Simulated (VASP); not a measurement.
A run of VASP 6.6.1:

The input INCAR:

```
SYSTEM = ZnAu
ALGO = Fast ; EDIFF = 1E-7
ENCUT = 520 ; GGA = PS
ISIF = 2 ; ISMEAR = 0
LASPH = .TRUE. ; LCHARG = .FALSE.
LREAL = .FALSE. ; LWAVE = .FALSE.
NBANDS = 18 ; NELM = 60
PREC = Accurate ; SIGMA = 0.15
```

File KPOINTS:

```
k-points
0
G
  16 16 16
  0 0 0
```

The input POSCAR:

```
ZnAu
1.0
    2.7491577225      0.0000000000      0.0000000000
    0.0000000000      2.7491577225      0.0000000000
    0.0000000000      0.0000000000      4.1237365838
Zn Au
1 1
Direct
    0.5000000000      0.5000000000      0.5000000000
    0.0000000000      0.0000000000      0.0000000000
```

Potentials or basis: VASP PAW PBE potentials, release 64 (Zn, Au).

The run is started by

```console
$ cat potpaw_PBE.64/Zn/POTCAR potpaw_PBE.64/Au/POTCAR > POTCAR
$ mpirun -np 1 vasp_std > vasp.out
```

Hardware: 1 thread of AMD EPYC 9R45 (Zen 5) (shared host).

Estimate the wall time of this run.

Wall time 3 min on 1 thread of AMD EPYC 9R45 (Zen 5) (shared host), peak memory 0.3 GiB. Counts: scf iterations 17, k points 405.
